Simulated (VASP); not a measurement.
# PtS2 in VASP: single point with PBE+D3(BJ)

Aim: the single point of PtS2 with PBE+D3(BJ).

Everything below comes from runs of VASP 6.6.1. Logs are shortened: lines on timing, memory, paths and dates and some standing lists are left out, and cuts for length are marked.

## (1) The cell of the first run

The cell holds a slab with vacuum, 6 atoms: a = 3.541 Å, b = 3.541 Å, c = 22.467 Å, α = 90.00°, β = 90.00°, γ = 120.00°.

## (2) Single point, PBE+D3(BJ)

INCAR reads:

```
PREC = Accurate
ENCUT = 520
EDIFF = 1E-6
ISMEAR = 0
SIGMA = 0.05
LREAL = False
LASPH = True
NELM = 80
ALGO = Normal
ISIF = 2
LWAVE = False
LCHARG = False
LDIPOL = True
IDIPOL = 3
DIPOL = 0.5 0.5 0.382
GGA = PE
IVDW = 12
NBANDS = 31
```

KPOINTS reads:

```
regular mesh
0
Gamma
  9 9 1
```

POSCAR reads:

```
PtS2
1.0
    3.5414392908      0.0000000000      0.0000000000
   -1.7707196454      3.0669763918      0.0000000000
    0.0000000000      0.0000000000     22.4671527902
S Pt
4 2
Direct
    0.6666666667      0.3333333333      0.2002924021
    0.3333333334      0.6666666667      0.3106234229
    0.5000000000      1.0000000000      0.4529224744
    0.8333333334      0.6666666667      0.5632763399
    0.0000000000      0.0000000000      0.2556331178
    1.1666666666      1.3333333333      0.5079370980
```

Potentials or basis: VASP PAW PBE potentials, release 64 (S, Pt).

Launch:

```
> cat potpaw_PBE.64/S/POTCAR potpaw_PBE.64/Pt/POTCAR > POTCAR
> mpirun -np 1 vasp_std > vasp.out
```

OUTCAR:

```text
PREC = Accurate
   ENCUT = 520
   EDIFF = 1E-6
   ISMEAR = 0
   LREAL = False
   LASPH = True
   NELM = 80
   ISIF = 2
   GGA = PE
   IVDW = 12
 IVDW          = 12

 ion  position               nearest neighbor table
   1  0.667  0.333  0.200-   5 2.39   5 2.39   5 2.39
   2  0.333  0.667  0.311-   5 2.39   5 2.39   5 2.39
   3  0.500  0.000  0.453-   6 2.39   6 2.39   6 2.39
   4  0.833  0.667  0.563-   6 2.39   6 2.39   6 2.39
   5  0.000  0.000  0.256-   2 2.39   2 2.39   2 2.39   1 2.39   1 2.39   1 2.39
   6  0.167  0.333  0.508-   3 2.39   3 2.39   3 2.39   4 2.39   4 2.39   4 2.39

  LATTYP: Found a hexagonal cell.
 ALAT       =     3.5414392908
 C/A-ratio  =     6.3440739613

  Lattice vectors:

 A1 = (   3.5414392908,   0.0000000000,   0.0000000000)
 A2 = (  -1.7707196454,   3.0669763918,   0.0000000000)
 A3 = (   0.0000000000,   0.0000000000,  22.4671527902)

Analysis of symmetry for initial positions (statically):
=====================================================================
 Subroutine PRICEL returns:
 Original cell was already a primitive cell.

 Routine SETGRP: Setting up the symmetry group for a
 hexagonal supercell.

 Subroutine GETGRP returns: Found  2 space group operations
 (whereof  2 operations were pure point group operations)
 out of a pool of 24 trial point group operations.

The static configuration has the point symmetry C_1h.

Analysis of symmetry for dynamics (positions and initial velocities):
=====================================================================
 Subroutine PRICEL returns:
 Original cell was already a primitive cell.

 Routine SETGRP: Setting up the symmetry group for a
 hexagonal supercell.

 Subroutine GETGRP returns: Found  2 space group operations
 (whereof  2 operations were pure point group operations)
 out of a pool of 24 trial point group operations.

The dynamic configuration has the point symmetry C_1h.

 Subroutine INISYM returns: Found  2 space group operations
 (whereof  2 operations are pure point group operations),
 and found     1 'primitive' translations

----------------------------------------------------------------------------------------

                                     Primitive cell

  volume of cell :     244.0272

  direct lattice vectors                    reciprocal lattice vectors
     3.541439291  0.000000000  0.000000000     0.282371069  0.163027013  0.000000000
    -1.770719645  3.066976392  0.000000000     0.000000000  0.326054026  0.000000000
     0.000000000  0.000000000 22.467152790     0.000000000  0.000000000  0.044509423

  length of vectors
     3.541439291  3.541439291 22.467152790     0.326054026  0.326054026  0.044509423

  position of ions in fractional coordinates (direct lattice)
     0.666666667  0.333333333  0.200292402
     0.333333333  0.666666667  0.310623423
     0.500000000  0.000000000  0.452922474
     0.833333333  0.666666667  0.563276340
     0.000000000  0.000000000  0.255633118
     0.166666667  0.333333333  0.507937098

  ion indices of the primitive-cell ions
   primitive index   ion index
                 1           1
                 2           2
                 3           3
                 4           4
                 5           5
                 6           6

----------------------------------------------------------------------------------------

 KPOINTS: regular mesh

Automatic generation of k-mesh.
 Grid dimensions read from file:
 generate k-points for:    9    9    1

 Generating k-lattice:

  Cartesian coordinates                     Fractional coordinates (reciprocal lattice)
     0.031374563  0.018114113  0.000000000     0.111111111 -0.000000000  0.000000000
     0.000000000  0.036228225  0.000000000     0.000000000  0.111111111  0.000000000
     0.000000000  0.000000000  0.044509423     0.000000000  0.000000000  1.000000000

  Length of vectors
     0.036228225  0.036228225  0.044509423

  Shift w.r.t. Gamma in fractional coordinates (k-lattice)
     0.000000000  0.000000000  0.000000000

 Subroutine IBZKPT returns following result:
 ===========================================

 Found     25 irreducible k-points:

 Following reciprocal coordinates:
            Coordinates               Weight
  0.000000  0.000000  0.000000      1.000000
  0.111111 -0.000000  0.000000      4.000000
  0.000000  0.111111  0.000000      2.000000
  0.222222 -0.000000  0.000000      4.000000
  0.000000  0.222222  0.000000      2.000000
  0.333333  0.000000  0.000000      4.000000
[... 16 lines left out ...]
 -0.222222 -0.444444  0.000000      4.000000
  0.444444  0.333333  0.000000      4.000000
   k-points           NKPTS =     25   k-points in BZ     NKDIM =     25   number of bands    NBANDS=     31
   number of dos      NEDOS =    301   number of ions     NIONS =      6
   total plane-waves  NPLWV = 131712
   dimension x,y,z NGX =    28 NGY =   28 NGZ =  168
   dimension x,y,z NGXF=    56 NGYF=   56 NGZF=  336
   ions per type =               4   2
   NGX,Y,Z   is equivalent  to a cutoff of  13.14, 13.14, 12.43 a.u.
   NGXF,Y,Z  is equivalent  to a cutoff of  26.29, 26.29, 24.86 a.u.
 SYSTEM =  unknown system
   PREC   = accura    normal or accurate (medium, high low for compatibility)
   ISTART =      0    job   : 0-new  1-cont  2-samecut
   ICHARG =      2    charge: 1-file 2-atom 10-const
   ISPIN  =      1    spin polarized calculation?
   LNONCOLLINEAR =      F non collinear calculations
   LSORBIT =      F    spin-orbit coupling
   LASPH  =      T    aspherical Exc in radial PAW
   ENCUT  =  520.0 eV  38.22 Ry    6.18 a.u.   6.58  6.58 41.77*2*pi/ulx,y,z
   NELM   =     80;   NELMIN=  2; NELMDL= -5     # of ELM steps
   EDIFF  = 0.1E-05   stopping-criterion for ELM
   LREAL  =      F    real-space projection
   EDIFFG = 0.1E-04   stopping-criterion for IOM
   NSW    =      0    number of steps for IOM
   IBRION =     -1    ionic relax: 0-MD 1-quasi-New 2-CG
   NFREE  =      0    steps in history (QN), initial steepest desc. (CG)
   ISIF   =      2    stress and relaxation
   ISYM   =      2    0-nonsym 1-usesym 2-fastsym
   POTIM  = 0.5000    time-step for ionic-motion
   TEBEG  =    0.0;   TEEND  =   0.0 temperature during run
   PSTRESS=    0.0 pullay stress
   NELECT =      44.0000    total number of electrons
   NUPDOWN=      -1.0000    fix difference up-down
   EMIN   =  10.00;   EMAX   =-10.00  energy-range for DOS
   EFERMI =   0.00;   METHOD = LEGACY
   ISMEAR =     0;   SIGMA  =   0.05  broadening in eV -4-tet -1-fermi 0-gaus
   EFERMI_NEDOS =   21; number of points for ismear=-14 and -15
   IALGO  =     38    algorithm
   IMIX   =      4    mixing-type and parameters
     AMIX     =   0.40;   BMIX     =  1.00
     AMIX_MAG =   1.60;   BMIX_MAG =  1.00
  volume/ion in A,a.u.               =      40.67       274.46
  Fermi-wavevector in a.u.,A,eV,Ry     =   0.924868  1.747747 11.638156  0.855380
  Thomas-Fermi vector in A             =   2.050660
   LORBIT       =      0    0 simple, 1 ext, 2 COOP (PROOUT), +10 PAW based schemes
   GGA     = PE    functional components
   LHFCALC =     F    Hartree Fock is set to
   AEXX    =    0.0000 exact exchange contribution
   IVDW    =    12    specifies the selected vdW correction
   LEPSILON=     F    determine dielectric tensor
   LRPA    =     F    only Hartree local field effects (RPA)
 non-spin polarized calculation
 Gauss-broadening in eV      SIGMA  =   0.05
  energy-cutoff  :      520.00
  volume of cell :      244.03
 maximum number of plane-waves:      6671
   NGX = 13   NGY = 13   NGZ = 83

 number of electron      44.0000001 magnetization

 dipolmoment           0.000000      0.000000     -0.001169 electrons x Angstroem

 Free energy of the ion-electron system (eV)
  ---------------------------------------------------
  ext. energy  EPLUGINS =         0.00000000
  ---------------------------------------------------
  free energy    TOTEN  =       -30.84956749 eV

  energy without entropy =      -30.84956749  energy(sigma->0) =      -30.84956749

 E-fermi :  -0.2138     XC(G=0):  -5.4350

 val. band max:       -0.4268735812   @ k =  -0.2222   0.1111   0.0000
 cond. band min:       0.8298716138   @ k =   0.2222  -0.0000   0.0000
 fundamental gap:      1.2567451951
 Fermi energy:        -0.2137659476

 k-point     1 :       0.0000    0.0000    0.0000
  band No.  band energies     occupation
      1     -14.9441      2.00000
      2     -14.8670      2.00000
      3     -12.7797      2.00000
      4     -12.6116      2.00000
      5      -6.4124      2.00000
      6      -6.4085      2.00000
[... 23 lines left out ...]
     30       5.3933      0.00000
     31       5.5408      0.00000

 k-point     2 :       0.1111   -0.0000    0.0000
  band No.  band energies     occupation
      1     -14.7901      2.00000
      2     -14.7121      2.00000
      3     -12.8057      2.00000
      4     -12.6498      2.00000
      5      -6.4369      2.00000
      6      -6.3742      2.00000
[... 23 lines left out ...]
     30       5.9080      0.00000
     31       6.0058      0.00000

 k-point     3 :       0.0000    0.1111    0.0000
  band No.  band energies     occupation
      1     -14.7898      2.00000
      2     -14.7124      2.00000
      3     -12.8050      2.00000
      4     -12.6505      2.00000
      5      -6.4379      2.00000
      6      -6.3749      2.00000
[... 703 lines left out ...]
     30       7.5766      0.00000
     31       7.8753      0.00000

 k-point    24 :       0.4444    0.3333    0.0000
  band No.  band energies     occupation
      1     -13.1711      2.00000
      2     -13.0742      2.00000
      3     -12.9762      2.00000
      4     -12.9203      2.00000
      5      -6.6835      2.00000
      6      -6.6248      2.00000
[... 23 lines left out ...]
     30       7.6221      0.00000
     31       7.8731      0.00000

 [... further k-points ...]

------------------------ aborting loop because EDIFF is reached ----------------------------------------

 vacuum level on the upper side and lower side of the slab       (xc-potential included)        -0.293        -0.278

 Edisp (eV)   -1.93568

 E8    (eV) :    -0.8017

  FORCE on cell =-STRESS in cart. coord.  units (eV):
  Direction    XX          YY          ZZ          XY          YZ          ZX
  --------------------------------------------------------------------------------------
  -------------------------------------------------------------------------------------
  Total      -0.34836    -0.20776    -0.23970     0.00000     0.36470     0.00000
  in kB      -2.28721    -1.36409    -1.57379     0.00000     2.39448     0.00000
  external pressure =       -1.74 kB  Pullay stress =        0.00 kB

 VOLUME and BASIS-vectors are now :
 -----------------------------------------------------------------------------
  energy-cutoff  :      520.00
  volume of cell :      244.03
      direct lattice vectors                 reciprocal lattice vectors
     3.541439291  0.000000000  0.000000000     0.282371069  0.163027013  0.000000000
    -1.770719645  3.066976392  0.000000000     0.000000000  0.326054026  0.000000000
     0.000000000  0.000000000 22.467152790     0.000000000  0.000000000  0.044509423

 POSITION                                       TOTAL-FORCE (eV/Angst)
 -----------------------------------------------------------------------------------
      1.77072      1.02233      4.50000         0.000000     -0.037697      0.037785
      0.00000      2.04465      6.97882         0.000000     -0.110282     -0.037116
      1.77072      0.00000     10.17588         0.000000      0.096839      0.037287
      1.77072      2.04465     12.65522        -0.000000      0.023805     -0.040000
      0.00000      0.00000      5.74335         0.000000      0.051863     -0.001758
     -0.00000      1.02233     11.41190        -0.000000     -0.024527      0.003802
 -----------------------------------------------------------------------------------
    total drift:                               -0.000000     -0.000073      0.000264

  FREE ENERGIE OF THE ION-ELECTRON SYSTEM (eV)
  ---------------------------------------------------
  free  energy   TOTEN  =       -32.7852470977 eV

  energy  without entropy=      -32.7852470977  energy(sigma->0) =      -32.78524710

 vacuum level on the upper side and lower side of the slab         5.215         5.231
```

Wall time 2.4 min (1 thread of Intel Xeon 6975P-C (Granite Rapids), shared host); peak memory 0.41 GiB.

What came out:

- Free energy: -32.7852 eV
- Largest force: 0.116 eV/Å
- Band gap on the k mesh: 1.26 eV, indirect (least direct gap 1.40 eV)
- Dispersion energy per atom: -0.323 eV

Forces on the atoms (eV/Å):
```
S    0.000 -0.038  0.038
S    0.000 -0.110 -0.037
S    0.000  0.097  0.037
S    0.000  0.024 -0.040
Pt   0.000  0.052 -0.002
Pt   0.000 -0.025  0.004
```

Levels at points of the mesh, in eV from the valence-band top:
| k point | band 19 | band 20 | band 21 | band 22 | band 23 | band 24 | band 25 | band 26 |
| --- | --- | --- | --- | --- | --- | --- | --- | --- |
| (0.00, 0.00, 0.00) | -0.69 | -0.67 | -0.65 | -0.44 | 2.78 | 2.80 | 2.83 | 2.86 |

Caveat: spin-orbit coupling is left out, which moves the levels of the heavy elements.
